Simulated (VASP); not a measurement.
# Lu2AlCo2C (Immm) in VASP: single point with PBEsol

Aim: the single point of Lu2AlCo2C with PBEsol.

Everything below comes from runs of VASP 6.6.1. Logs are shortened: lines on timing, memory, paths and dates and some standing lists are left out, and cuts for length are marked.

## (1) The cell of the first run

The structure is orthorhombic, space group Immm (No. 71). The conventional cell has a = 3.901 Å, b = 6.045 Å, c = 8.064 Å, α = 90.00°, β = 90.00°, γ = 90.00°. Lu (site symmetry mm2) has 2 C at 2.50 Å and 6 Co at 2.79 to 3.04 Å and 1 Lu at 3.12 Å and 4 Al at 3.15 to 3.40 Å within 3.5 Å. Al (site symmetry mmm) has 4 Co at 2.34 Å and 4 Lu at 3.15 Å within 3.2 Å. Within 2.4 Å of Co (site symmetry m2m) lie 1 C at 1.74 Å and 2 Al at 2.34 Å. C (site symmetry mmm) has 2 Co at 1.74 Å within 2.3 Å.

## (2) Single point, PBEsol

Contents of INCAR:

```
SYSTEM = Lu2AlCo2C
ALGO     = Normal         ! electronic algorithm
EDIFF    = 1E-6           ! SCF threshold, eV
ENCUT    = 520            ! plane-wave cutoff, eV
GGA      = PS             ! functional
ISIF     = 2              ! what is computed and relaxed
ISMEAR   = 0              ! smearing method
LASPH    = .True.         ! aspherical terms in the spheres
LCHARG   = .True.         ! write CHGCAR
LELF     = .True.         ! ELF
LREAL    = .False.        ! projectors in reciprocal space
LVHAR    = .True.       
LWAVE    = .False.        ! write WAVECAR
NBANDS   = 46             ! bands
NELM     = 100            ! most SCF steps
PREC     = Accurate       ! precision mode
SIGMA    = 0.05           ! smearing width, eV
```

Contents of KPOINTS:

```
k-points
0
Gamma
  10 10 10
  0 0 0
```

Contents of POSCAR:

```
Lu2AlCo2C
1.0
   -1.9504675064      3.0224378772      4.0321745549
    1.9504675064     -3.0224378772      4.0321745549
    1.9504675064      3.0224378772     -4.0321745549
Lu Al Co C
2 1 2 1
Direct
    0.1931795231      0.6931795231      0.5000000000
    0.8068204769      0.3068204769      0.5000000000
    0.5000000000      0.5000000000      0.0000000000
    0.2871584187      0.0000000000      0.2871584187
    0.7128415813      0.0000000000      0.7128415813
    0.0000000000      0.0000000000      0.0000000000
```

Potentials or basis: VASP PAW PBE potentials, release 64 (Lu, Al, Co, C).

Started as:

```console
$ cat potpaw_PBE.64/Lu/POTCAR potpaw_PBE.64/Al/POTCAR potpaw_PBE.64/Co/POTCAR potpaw_PBE.64/C/POTCAR > POTCAR
$ mpirun -np 1 vasp_std > vasp.out
```

OUTCAR:

```text
SYSTEM = Lu2AlCo2C
   EDIFF = 1E-6
   ENCUT = 520
   GGA = PS
   ISIF = 2
   ISMEAR = 0
   LASPH = .True.
   LREAL = .False.
   NELM = 100
   PREC = Accurate

 ion  position               nearest neighbor table
   1  0.193  0.693  0.500-   6 2.50   6 2.50   5 2.79   4 2.79   4 3.04   5 3.04   5 3.04   4 3.04
                             2 3.12   3 3.15   3 3.15   3 3.40   3 3.40   2 3.71   2 3.71   2 3.71
   2  0.807  0.307  0.500-   6 2.50   6 2.50   4 2.79   5 2.79   5 3.04   5 3.04   4 3.04   4 3.04
                             1 3.12   3 3.15   3 3.15   3 3.40   3 3.40   1 3.71   1 3.71   1 3.71
   3  0.500  0.500  0.000-   5 2.34   4 2.34   5 2.34   4 2.34   1 3.15   2 3.15   2 3.15   1 3.15
                             2 3.40   1 3.40   1 3.40   2 3.40
   4  0.287  0.000  0.287-   6 1.74   3 2.34   3 2.34   5 2.57   2 2.79   1 2.79   1 3.04   1 3.04
                             2 3.04   2 3.04
   5  0.713  0.000  0.713-   6 1.74   3 2.34   3 2.34   4 2.57   1 2.79   2 2.79   2 3.04   2 3.04
                             1 3.04   1 3.04
   6  0.000  0.000  0.000-   4 1.74   5 1.74   1 2.50   2 2.50   1 2.50   2 2.50

  LATTYP: Found a body centered orthorhombic cell.
 ALAT       =     3.9009350128
 B/A-ratio  =     1.5495966312
 C/A-ratio  =     2.0672861976

  Lattice vectors:

 A1 = (  -1.9504675064,   3.0224378772,   4.0321745549)
 A2 = (   1.9504675064,  -3.0224378772,   4.0321745549)
 A3 = (   1.9504675064,   3.0224378772,  -4.0321745549)

Analysis of symmetry for initial positions (statically):
=====================================================================
 Subroutine PRICEL returns:
 Original cell was already a primitive cell.

 Routine SETGRP: Setting up the symmetry group for a
 body centered orthorhombic supercell.

 Subroutine GETGRP returns: Found  8 space group operations
 (whereof  8 operations were pure point group operations)
 out of a pool of  8 trial point group operations.

The static configuration has the point symmetry D_2h.

Analysis of symmetry for dynamics (positions and initial velocities):
=====================================================================
 Subroutine PRICEL returns:
 Original cell was already a primitive cell.

 Routine SETGRP: Setting up the symmetry group for a
 body centered orthorhombic supercell.

 Subroutine GETGRP returns: Found  8 space group operations
 (whereof  8 operations were pure point group operations)
 out of a pool of  8 trial point group operations.

The dynamic configuration has the point symmetry D_2h.

 Subroutine INISYM returns: Found  8 space group operations
 (whereof  8 operations are pure point group operations),
 and found     1 'primitive' translations

----------------------------------------------------------------------------------------

                                     Primitive cell

  volume of cell :      95.0814

  direct lattice vectors                    reciprocal lattice vectors
    -1.950467506  3.022437877  4.032174555     0.000000000  0.165429372  0.124002568
     1.950467506 -3.022437877  4.032174555     0.256348798  0.000000000  0.124002568
     1.950467506  3.022437877 -4.032174555     0.256348798  0.165429372  0.000000000

  length of vectors
     5.403506811  5.403506811  5.403506811     0.206745046  0.284765417  0.305092745

  position of ions in fractional coordinates (direct lattice)
     0.193179523  0.693179523  0.500000000
     0.806820477  0.306820477  0.500000000
     0.500000000  0.500000000  0.000000000
     0.287158419  0.000000000  0.287158419
     0.712841581  0.000000000  0.712841581
     0.000000000  0.000000000  0.000000000

  ion indices of the primitive-cell ions
   primitive index   ion index
                 1           1
                 2           2
                 3           3
                 4           4
                 5           5
                 6           6

----------------------------------------------------------------------------------------

 KPOINTS: k-points

Automatic generation of k-mesh.
 Grid dimensions read from file:
 generate k-points for:   10   10   10

 Generating k-lattice:

  Cartesian coordinates                     Fractional coordinates (reciprocal lattice)
     0.000000000  0.016542937  0.012400257     0.100000000  0.000000000  0.000000000
     0.025634880  0.000000000  0.012400257     0.000000000  0.100000000  0.000000000
     0.025634880  0.016542937  0.000000000     0.000000000  0.000000000  0.100000000

  Length of vectors
     0.020674505  0.028476542  0.030509275

  Shift w.r.t. Gamma in fractional coordinates (k-lattice)
     0.000000000  0.000000000  0.000000000

 Subroutine IBZKPT returns following result:
 ===========================================

 Found    171 irreducible k-points:

 Following reciprocal coordinates:
            Coordinates               Weight
  0.000000  0.000000  0.000000      1.000000
  0.100000 -0.000000  0.000000      4.000000
  0.200000 -0.000000  0.000000      4.000000
  0.300000 -0.000000  0.000000      4.000000
  0.400000  0.000000  0.000000      4.000000
  0.500000 -0.000000  0.000000      2.000000
[... 16 lines left out ...]
 -0.400000  0.200000 -0.000000      8.000000
 -0.300000  0.200000 -0.000000      8.000000
 [... further k-points ...]
   k-points           NKPTS =    171   k-points in BZ     NKDIM =    171   number of bands    NBANDS=     46
   number of dos      NEDOS =    301   number of ions     NIONS =      6
   total plane-waves  NPLWV =  64000
   dimension x,y,z NGX =    40 NGY =   40 NGZ =   40
   dimension x,y,z NGXF=    80 NGYF=   80 NGZF=   80
   ions per type =               2   1   2   1
   NGX,Y,Z   is equivalent  to a cutoff of  12.31, 12.31, 12.31 a.u.
   NGXF,Y,Z  is equivalent  to a cutoff of  24.61, 24.61, 24.61 a.u.
 SYSTEM =  Lu2AlCo2C
   PREC   = accura    normal or accurate (medium, high low for compatibility)
   ISTART =      0    job   : 0-new  1-cont  2-samecut
   ICHARG =      2    charge: 1-file 2-atom 10-const
   ISPIN  =      1    spin polarized calculation?
   LNONCOLLINEAR =      F non collinear calculations
   LSORBIT =      F    spin-orbit coupling
   LASPH  =      T    aspherical Exc in radial PAW
   ENCUT  =  520.0 eV  38.22 Ry    6.18 a.u.  10.05 10.05 10.05*2*pi/ulx,y,z
   NELM   =    100;   NELMIN=  2; NELMDL= -5     # of ELM steps
   EDIFF  = 0.1E-05   stopping-criterion for ELM
   LREAL  =      F    real-space projection
   EDIFFG = 0.1E-04   stopping-criterion for IOM
   NSW    =      0    number of steps for IOM
   IBRION =     -1    ionic relax: 0-MD 1-quasi-New 2-CG
   NFREE  =      0    steps in history (QN), initial steepest desc. (CG)
   ISIF   =      2    stress and relaxation
   ISYM   =      2    0-nonsym 1-usesym 2-fastsym
   POTIM  = 0.5000    time-step for ionic-motion
   TEBEG  =    0.0;   TEEND  =   0.0 temperature during run
   PSTRESS=    0.0 pullay stress
   NELECT =      75.0000    total number of electrons
   NUPDOWN=      -1.0000    fix difference up-down
   EMIN   =  10.00;   EMAX   =-10.00  energy-range for DOS
   EFERMI =   0.00;   METHOD = LEGACY
   ISMEAR =     0;   SIGMA  =   0.05  broadening in eV -4-tet -1-fermi 0-gaus
   EFERMI_NEDOS =   21; number of points for ismear=-14 and -15
   IALGO  =     38    algorithm
   IMIX   =      4    mixing-type and parameters
     AMIX     =   0.40;   BMIX     =  1.00
     AMIX_MAG =   1.60;   BMIX_MAG =  1.00
  volume/ion in A,a.u.               =      15.85       106.94
  Fermi-wavevector in a.u.,A,eV,Ry     =   1.512621  2.858439 31.130431  2.288022
  Thomas-Fermi vector in A             =   2.622521
   LORBIT       =      0    0 simple, 1 ext, 2 COOP (PROOUT), +10 PAW based schemes
   GGA     = PS    functional components
   LHFCALC =     F    Hartree Fock is set to
   AEXX    =    0.0000 exact exchange contribution
   IVDW    =     0    specifies the selected vdW correction
   LEPSILON=     F    determine dielectric tensor
   LRPA    =     F    only Hartree local field effects (RPA)
 non-spin polarized calculation
 Gauss-broadening in eV      SIGMA  =   0.05
  energy-cutoff  :      520.00
  volume of cell :       95.08
 maximum number of plane-waves:      2584
   NGX = 21   NGY = 21   NGZ = 21

 number of electron      74.9999990 magnetization

 Free energy of the ion-electron system (eV)
  ---------------------------------------------------
  ext. energy  EPLUGINS =         0.00000000
  ---------------------------------------------------
  free energy    TOTEN  =       -41.79359996 eV

  energy without entropy =      -41.78990350  energy(sigma->0) =      -41.79175173

 E-fermi :   5.4182     XC(G=0): -11.7791

 val. band max:        5.4057404478   @ k =  -0.2000   0.3000  -0.0000
 cond. band min:       5.4257361055   @ k =   0.2000   0.2000   0.0000
 fundamental gap:      0.0199956577
 Fermi energy:         5.4182377596

 k-point     1 :       0.0000    0.0000    0.0000
  band No.  band energies     occupation
      1     -50.5636      2.00000
      2     -50.5366      2.00000
      3     -21.4395      2.00000
      4     -21.3148      2.00000
      5     -21.2078      2.00000
      6     -21.2076      2.00000
[... 38 lines left out ...]
     45       9.9208      0.00000
     46      10.3759      0.00000

 k-point     2 :       0.1000   -0.0000    0.0000
  band No.  band energies     occupation
      1     -50.5633      2.00000
      2     -50.5369      2.00000
      3     -21.4404      2.00000
      4     -21.3128      2.00000
      5     -21.2161      2.00000
      6     -21.1993      2.00000
[... 38 lines left out ...]
     45      10.1028      0.00000
     46      10.2455      0.00000

 k-point     3 :       0.2000   -0.0000    0.0000
  band No.  band energies     occupation
      1     -50.5624      2.00000
      2     -50.5377      2.00000
      3     -21.4425      2.00000
      4     -21.3069      2.00000
      5     -21.2236      2.00000
      6     -21.2033      2.00000
[... 1018 lines left out ...]
     45       9.9898      0.00000
     46      10.3727      0.00000

 k-point    24 :      -0.3000    0.2000   -0.0000
  band No.  band energies     occupation
      1     -50.5610      2.00000
      2     -50.5379      2.00000
      3     -21.4401      2.00000
      4     -21.2873      2.00000
      5     -21.2789      2.00000
      6     -21.2136      2.00000
[... 38 lines left out ...]
     45      10.1832      0.00000
     46      10.4081      0.00000

 [... further k-points ...]

------------------------ aborting loop because EDIFF is reached ----------------------------------------

  FORCE on cell =-STRESS in cart. coord.  units (eV):
  Direction    XX          YY          ZZ          XY          YZ          ZX
  --------------------------------------------------------------------------------------
  -------------------------------------------------------------------------------------
  Total        0.1359418      0.4149600      0.1717359     -0.0000000      0.0000000      0.0000000
  in kB        2.2907005      6.9923216      2.8938513     -0.0000000      0.0000000      0.0000000
  external PRESSURE =       4.0589578 kB  Pullay stress =       0.0000000 kB

 VOLUME and BASIS-vectors are now :
 -----------------------------------------------------------------------------
  energy-cutoff  :      520.00
  volume of cell :       95.08
      direct lattice vectors                 reciprocal lattice vectors
    -1.950467506  3.022437877  4.032174555     0.000000000  0.165429372  0.124002568
     1.950467506 -3.022437877  4.032174555     0.256348798  0.000000000  0.124002568
     1.950467506  3.022437877 -4.032174555     0.256348798  0.165429372  0.000000000

 POSITION                                       TOTAL-FORCE (eV/Angst)
 -----------------------------------------------------------------------------------
      1.95047     -0.00000      1.55787        -0.000000     -0.000000      0.026970
      0.00000      3.02244      2.47431         0.000000     -0.000000     -0.026970
      0.00000      0.00000      4.03217        -0.000000     -0.000000     -0.000000
      0.00000      1.73584      0.00000         0.000000      0.085446      0.000000
      0.00000      4.30904      0.00000        -0.000000     -0.085446     -0.000000
      0.00000      0.00000      0.00000        -0.000000     -0.000000     -0.000000
 -----------------------------------------------------------------------------------
    total drift:                                0.000000      0.000000     -0.000000

  FREE ENERGIE OF THE ION-ELECTRON SYSTEM (eV)
  ---------------------------------------------------
  free  energy   TOTEN  =       -41.7935999557 eV

  energy  without entropy=      -41.7899035039  energy(sigma->0) =      -41.79175173
```

It took 17 min on 1 thread of Intel Xeon Platinum 8488C (Sapphire Rapids), shared host; peak memory 0.78 GiB.

Results:

```
Free energy            : -41.7936 eV
Pressure               : 0.4 GPa
Largest force          : 0.085 eV/Å
Band gap on the k mesh : zero (an odd number of electrons rules out a gap without spin polarisation)
```

Forces on the atoms (eV/Å):
```
Lu   0.000  0.000  0.027
Lu   0.000  0.000 -0.027
Al   0.000  0.000  0.000
Co   0.000  0.085  0.000
Co   0.000 -0.085  0.000
C    0.000  0.000  0.000
```

Caveat: the PAW data sets were made with another functional, which shifts forces and pressure a little; spin-orbit coupling is left out, which moves the levels of the heavy elements; the run has no spin polarisation, though such a crystal can be magnetic. Spin polarisation is off, so any magnetic state and its effect on volume and gap are missing.
